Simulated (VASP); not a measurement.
# S (Fm-3m) in VASP: a series of runs, part 2 of 2

VASP 6.6.1. The steps go on from the part before.

## Step 3: Relaxation of cell and atoms, PBE, target pressure 20 GPa, at which the enthalpy is minimised

INCAR

```
SYSTEM = S
PREC = Accurate
ENCUT = 500
EDIFF = 1E-7
ISMEAR = 0
SIGMA = 0.1
LREAL = .FALSE.
LASPH = .TRUE.
NELM = 120
ALGO = Normal
ISIF = 3
LWAVE = .FALSE.
LCHARG = .FALSE.
GGA = PE
IBRION = 2
NSW = 80
EDIFFG = -0.03
PSTRESS = 200.0
GGA_COMPAT = .FALSE.
NELMIN = 4
```

KPOINTS

```
Automatic mesh
0
G
  18 18 18
  0 0 0
```

POSCAR

```
S
1.0
    0.0000000000      2.1000000000      2.1000000000
    2.1000000000      0.0000000000      2.1000000000
    2.1000000000      2.1000000000      0.0000000000
S
1
Direct
    0.0000000000      0.0000000000      0.0000000000
```

Potentials or basis: VASP PAW PBE potentials, release 64 (S).

Run with:

```sh
cat potpaw_PBE.64/S/POTCAR > POTCAR
mpirun -np 1 vasp_std > vasp.out
```

OUTCAR:

```text
SYSTEM = S
   PREC = Accurate
   ENCUT = 500
   EDIFF = 1E-7
   ISMEAR = 0
   LREAL = .FALSE.
   LASPH = .TRUE.
   NELM = 120
   ISIF = 3
   GGA = PE
   IBRION = 2
   NSW = 80
   EDIFFG = -0.03
   PSTRESS = 200.0
   NELMIN = 4

 ion  position               nearest neighbor table
   1  0.000  0.000  0.000-

  LATTYP: Found a face centered cubic cell.
 ALAT       =     4.2000000000

  Lattice vectors:

 A1 = (   0.0000000000,   2.1000000000,   2.1000000000)
 A2 = (   2.1000000000,   0.0000000000,   2.1000000000)
 A3 = (   2.1000000000,   2.1000000000,   0.0000000000)

Analysis of symmetry for initial positions (statically):
=====================================================================
 Subroutine PRICEL returns:
 Original cell was already a primitive cell.

 Routine SETGRP: Setting up the symmetry group for a
 face centered cubic supercell.

 Subroutine GETGRP returns: Found 48 space group operations
 (whereof 48 operations were pure point group operations)
 out of a pool of 48 trial point group operations.

The static configuration has the point symmetry O_h .

Analysis of symmetry for dynamics (positions and initial velocities):
=====================================================================
 Subroutine PRICEL returns:
 Original cell was already a primitive cell.

 Routine SETGRP: Setting up the symmetry group for a
 face centered cubic supercell.

 Subroutine GETGRP returns: Found 48 space group operations
 (whereof 48 operations were pure point group operations)
 out of a pool of 48 trial point group operations.

The dynamic configuration has the point symmetry O_h .

 Subroutine INISYM returns: Found 48 space group operations
 (whereof 48 operations are pure point group operations),
 and found     1 'primitive' translations

----------------------------------------------------------------------------------------

                                     Primitive cell

[... 88 lines left out ...]
   EDIFF  = 0.1E-06   stopping-criterion for ELM
   LREAL  =      F    real-space projection
   EDIFFG = -.3E-01   stopping-criterion for IOM
   NSW    =     80    number of steps for IOM
   IBRION =      2    ionic relax: 0-MD 1-quasi-New 2-CG
   NFREE  =      1    steps in history (QN), initial steepest desc. (CG)
   ISIF   =      3    stress and relaxation
   ISYM   =      2    0-nonsym 1-usesym 2-fastsym
   POTIM  = 0.5000    time-step for ionic-motion
   TEBEG  =    0.0;   TEEND  =   0.0 temperature during run
   PSTRESS=  200.0 pullay stress
   NELECT =       6.0000    total number of electrons
   NUPDOWN=      -1.0000    fix difference up-down
   EMIN   =  10.00;   EMAX   =-10.00  energy-range for DOS
   EFERMI =   0.00;   METHOD = LEGACY
   ISMEAR =     0;   SIGMA  =   0.10  broadening in eV -4-tet -1-fermi 0-gaus
   EFERMI_NEDOS =   21; number of points for ismear=-14 and -15
   IALGO  =     38    algorithm
   IMIX   =      4    mixing-type and parameters
     AMIX     =   0.40;   BMIX     =  1.00
     AMIX_MAG =   1.60;   BMIX_MAG =  1.00
  volume/ion in A,a.u.               =      18.52       124.99
  Fermi-wavevector in a.u.,A,eV,Ry     =   1.124336  2.124686 17.199540  1.264130
  Thomas-Fermi vector in A             =   2.261007
   LORBIT       =      0    0 simple, 1 ext, 2 COOP (PROOUT), +10 PAW based schemes
   GGA     = PE    functional components
   LHFCALC =     F    Hartree Fock is set to
   AEXX    =    0.0000 exact exchange contribution
   IVDW    =     0    specifies the selected vdW correction
   LEPSILON=     F    determine dielectric tensor
   LRPA    =     F    only Hartree local field effects (RPA)
 conjugate gradient relaxation of ions
 non-spin polarized calculation
 Gauss-broadening in eV      SIGMA  =   0.10
  energy-cutoff  :      500.00
  volume of cell :       18.52
 maximum number of plane-waves:       493
 NGX is ok and might be reduce to    24
   NGX = 11   NGY = 11   NGZ = 11

--------------------------------------- Ionic step        1  -------------------------------------------

 number of electron       5.9999999 magnetization

 Free energy of the ion-electron system (eV)
  ---------------------------------------------------
  ext. energy  EPLUGINS =         0.00000000
  ---------------------------------------------------
  free energy    TOTEN  =        -2.74617830 eV

  energy without entropy =       -2.74048303  energy(sigma->0) =       -2.74333066

 E-fermi :   5.3168     XC(G=0): -10.4329

 val. band max:        5.3124320997   @ k =   0.2222   0.1667   0.0556
 cond. band min:       5.3173645210   @ k =   0.1667   0.0000   0.0000
 fundamental gap:      0.0049324213
 Fermi energy:         5.3168205356

 k-point     1 :       0.0000    0.0000    0.0000
  band No.  band energies     occupation
      1      -9.9543      2.00000
      2       7.7544      0.00000
      3       7.7544      0.00000
      4       7.7544      0.00000
      5      17.3603      0.00000
      6      17.3603      0.00000
      7      17.3603      0.00000
[... 340 lines left out ...]
--------------------------------------- Ionic step        4  -------------------------------------------

 number of electron       6.0000000 magnetization

 Free energy of the ion-electron system (eV)
  ---------------------------------------------------
  ext. energy  EPLUGINS =         0.00000000
  ---------------------------------------------------
  free energy    TOTEN  =        -2.69164287 eV

  energy without entropy =       -2.68812258  energy(sigma->0) =       -2.68988272

 E-fermi :  10.2257     XC(G=0): -12.0348

 val. band max:       10.2225880731   @ k =   0.4444   0.2778   0.0000
 cond. band min:      10.2485188688   @ k =   0.3333   0.2778   0.0556
 fundamental gap:      0.0259307957
 Fermi energy:        10.2256706484

 k-point     1 :       0.0000    0.0000    0.0000
  band No.  band energies     occupation
      1      -8.4642      2.00000
      2      14.4553      0.00000
      3      14.4553      0.00000
      4      14.4553      0.00000
      5      22.3716      0.00000
      6      22.3716      0.00000
      7      22.3716      0.00000
[... 262 lines left out ...]
  energy  without entropy=       -2.6881225829  energy(sigma->0) =       -2.68988272

  enthalpy is  TOTEN    =        -1.0343724574 eV   P V=        1.6572704095

 reached required accuracy - stopping structural energy minimisation
```

It took 25 s on 1 thread of Intel Xeon 6975P-C (Granite Rapids), shared host; peak memory 0.14 GiB.

Results:

| Property | Result |
| --- | --- |
| Free energy | -2.6916 eV |
| Relaxed volume | 13.28 Å³/atom |
| Relaxed cell | a = 2.658 Å, b = 2.658 Å, c = 2.658 Å, α = 60.00°, β = 60.00°, γ = 60.00° |
| Space group after relaxing (to 0.1 Å) | Fm-3m (No. 225) |
| Energy change on relaxing (the run minimises the enthalpy) | +54.5 meV/atom |
| Ionic steps | 4 |
| Pressure after relaxing | 20.2 GPa |
| Band gap on the k mesh | zero (bands 3 and 4 overlap by 7.62 eV) |

The path:
```tsv
step	energy change (eV)	largest force (eV/Å)	pressure (GPa)	volume (Å³)
1	0.0000	0.0000	-8.72	18.52
2	0.6034	0.0000	61.08	10.97
3	0.0432	0.0000	19.18	13.37
4	0.0545	0.0000	20.25	13.28
```

Final structure:
```
S
1.0
     0.00000    1.87938    1.87938
     1.87938    0.00000    1.87938
     1.87938    1.87938    0.00000
S
1
Direct
  0.00000 0.00000 0.00000
```

Caveat: the cell is relaxed towards a set pressure, so the run minimises the enthalpy, not the energy; the volume moved by over 15 % at a fixed basis, so the end points are rough.

The gap in the log of VASP goes by the Fermi energy; the results here count the filled bands.